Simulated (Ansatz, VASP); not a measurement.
# One calculation of AlN, two programs

```
CELL_PARAMETERS angstrom
0.00000 0.00000 -4.97910
-3.10666 5.38089 0.00000
6.21332 0.00000 0.00000
ATOMIC_POSITIONS crystal
Al 0.50330 0.16667 0.33333
Al 0.50330 0.66667 0.33333
Al 0.50330 0.16667 0.83333
Al 0.50330 0.66667 0.83333
Al 0.00330 0.33333 0.16667
Al 0.00330 0.83333 0.16667
Al 0.00330 0.33333 0.66667
Al 0.00330 0.83333 0.66667
N 0.12170 0.16667 0.33333
N 0.12170 0.66667 0.33333
N 0.12170 0.16667 0.83333
N 0.12170 0.66667 0.83333
N 0.62170 0.33333 0.16667
N 0.62170 0.83333 0.16667
N 0.62170 0.33333 0.66667
N 0.62170 0.83333 0.66667
```

Alike in both runs: task relaxation of cell and atoms; functional r2SCAN; k mesh 6 × 6 × 6; occupations gaussian, width 0.02 eV; no spin polarisation.

```csv
,VASP,Ansatz
version,VASP 6.6.1,Ansatz 0.2.0
potentials or method,"VASP PAW PBE potentials, release 64 (Al, N), cutoff 600 eV","scalar-relativistic, plane waves, PAW"
valence electrons in the cell,64,64
```

VASP gave:

* gap on the k mesh at the Fermi level, each at its own relaxed structure (eV): 4.93
* relaxed volume (Å³/atom): 10.39
* relaxed cell length with the largest relative difference (Å): 4.977

What did Ansatz give for the same quantities?

gap on the k mesh at the Fermi level, each at its own relaxed structure (eV): 4.88; relaxed volume (Å³/atom): 10.40; relaxed cell length with the largest relative difference (Å): 4.979.

VASP's potentials were made for PBE, not for r2SCAN.
